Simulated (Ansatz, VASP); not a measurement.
Two plane-wave programs on TiGeRu4

```
CELL_PARAMETERS angstrom
3.01381 0.00000 0.00000
0.00000 3.01381 0.00000
0.00000 0.00000 9.42269
ATOMIC_POSITIONS crystal
Ti 0.00000 0.00000 0.00000
Ge 0.50000 0.50000 0.50000
Ru 0.50000 0.50000 0.15901
Ru 0.00000 0.00000 0.34698
Ru 0.50000 0.50000 0.84099
Ru 0.00000 0.00000 0.65302
```

Alike in both runs: task relaxation of cell and atoms; functional PBE; k mesh 10 × 10 × 4; occupations gaussian, width 0.1 eV; no spin polarisation.

|  | VASP | Ansatz |
| --- | --- | --- |
| version | VASP 6.6.1 | Ansatz 0.2.0 |
| potentials or method | VASP PAW PBE potentials, release 64 (Ti_sv, Ge_d, Ru_pv), cutoff 600 eV | scalar-relativistic, plane waves, PAW |
| valence electrons in the cell | 82 | 90 |

```csv
,VASP,Ansatz,Ansatz less VASP
"gap on the k mesh at the Fermi level, each at its own relaxed structure (eV)",none,none,-
relaxed volume (Å³/atom),14.26,14.26,0.000
relaxed cell length with the largest relative difference (Å),9.484,9.489,+0.0052
```

A gap of «none» marks a metal or a gap that the smearing closes. VASP's potentials hold 82 valence electrons a cell and Ansatz's 90, so a difference there can come from the potentials and not from the codes.
